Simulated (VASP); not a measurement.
Here is a VASP 6.6.1 calculation.

File INCAR:

```
SYSTEM = BAs
ALGO     = Normal         ! electronic algorithm
EDIFF    = 1E-7           ! SCF threshold, eV
ENCUT    = 520            ! plane-wave cutoff, eV
GGA      = PE             ! functional
ISIF     = 2              ! what is computed and relaxed
ISMEAR   = -1             ! smearing method
LASPH    = .TRUE.         ! aspherical terms in the spheres
LCHARG   = .FALSE.        ! write CHGCAR
LREAL    = .FALSE.        ! projectors in reciprocal space
LWAVE    = .FALSE.        ! write WAVECAR
NBANDS   = 11             ! bands
NELM     = 60             ! most SCF steps
PREC     = Accurate       ! precision mode
SIGMA    = 0.05           ! smearing width, eV
```

File KPOINTS:

```
k-points
0
G
  14 14 14
  0 0 0
```

POSCAR

```
BAs
1.0
    0.0000000000      2.2620499214      2.3991212315
    2.2620499214      0.0000000000      2.3991212315
    2.2620499214      2.2620499214      0.0000000000
B As
1 1
Direct
    0.0000000000      0.0000000000      0.0000000000
    0.5000000000      0.5000000000      0.5000000000
```

Potentials or basis: VASP PAW PBE potentials, release 64 (B, As).

Run with:

```console
$ cat potpaw_PBE.64/B/POTCAR potpaw_PBE.64/As/POTCAR > POTCAR
$ mpirun -np 1 vasp_std > vasp.out
```

Question: What does it give for the pressure?

Answer: 1.2 GPa.

Question: Estimate the band gap on the k mesh.

Answer: Zero (band 4 reaches 8.65 eV, above the bottom of band 5 at 3.92 eV).

Stress tensor (GPa, compression positive):
```
 3.25  0.00  0.00
 0.00  3.25  0.00
 0.00  0.00 -2.85
```
